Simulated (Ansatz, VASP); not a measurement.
# Two plane-wave programs on Ti

```
CELL_PARAMETERS angstrom
0.00000 2.00244 2.00244
2.00244 0.00000 2.00244
2.00244 2.00244 0.00000
ATOMIC_POSITIONS crystal
Ti 0.00000 0.00000 0.00000
```

Alike in both runs: task single point; functional LDA; k mesh 13 × 13 × 13; occupations fermi-dirac, width 0.1 eV; non-collinear spin, spin-orbit coupling.

|  | VASP | Ansatz |
| --- | --- | --- |
| version | VASP 6.6.1 | Ansatz 0.2.0 |
| potentials or method | VASP PAW LDA potentials, release 64 (Ti_sv), cutoff 520 eV | plane waves (420 eV) with PAW, fully relativistic with spin-orbit coupling |
| valence electrons in the cell | 12 | 12 |

```csv
,VASP,Ansatz,Ansatz less VASP
net moment per atom (μB),0.00,0.00,0.000
```

Ansatz warns that its potentials were made for another functional, while VASP's fit it. LDA's correlation is that of Perdew and Zunger in VASP and of Perdew and Wang (1992) in Ansatz.
